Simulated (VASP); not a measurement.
Set up this calculation in VASP 6.6.1, as the native input.

* Task: single point
* Functional: PBEsol
* Potentials or basis: VASP PAW PBE potentials, release 64 (Ru_pv, S)
* Cutoff: 520 eV
* k mesh: 10 × 10 × 6
* Occupations: methfessel-paxton, width 0.001 eV
* Spin: collinear spin, ferromagnetic start
* Starting moments: [2.0, 0.0, 0.0] μB
* Dipole correction: no
* Further INCAR settings: ALGO = Normal; EDIFF = 1e-07; NBANDS = 24

The structure of RuS2 lies in POSCAR:

```
RuS2
1.0
    3.3708525769      0.0000000000      0.0000000000
   -1.6854262884      2.9192439640      0.0000000000
    0.0000000000      0.0000000000      4.8871536491
Ru S
1 2
Direct
    0.0000000000      0.0000000000      0.0000000000
    0.3333333333      0.6666666667      0.2695476810
    0.6666666667      0.3333333333      0.7304523190
```

The input as run:

INCAR

```
PREC = Accurate ; ENCUT = 520
EDIFF = 1E-7 ; ISMEAR = 1
SIGMA = 0.001 ; LREAL = False
LASPH = True ; NELM = 150
ALGO = Normal ; ISIF = 2
LWAVE = False ; LCHARG = False
ISPIN = 2 ; MAGMOM = 2 0 0
LORBIT = 11 ; LMAXMIX = 4
GGA = PS ; NBANDS = 24
```

KPOINTS

```
regular mesh
0
Gamma
  10 10 6
```

Potentials or basis: VASP PAW PBE potentials, release 64 (Ru_pv, S).

Launch:

```sh
$ cat potpaw_PBE.64/Ru_pv/POTCAR potpaw_PBE.64/S/POTCAR > POTCAR
$ mpirun -np 1 vasp_std > vasp.out
```

It gave:

```yaml
Pressure: -0.1 GPa
Largest_force: 0.025 eV/Å
Net_moment: 0.40 μB per cell
Site_moments: Ru +0.30; S +0.03 μB
Valence_electrons_inside_the_program's_atomic_spheres: Ru 12.70; S 3.62
```

Caveat: a moment this small can come from the mesh or the smearing; the PAW data sets were made with another functional, which shifts forces and pressure a little.

Run time: 82 s on 1 thread of Intel(R) Xeon(R) 6975P-C (Granite Rapids) (shared host), peak memory 0.27 GiB.
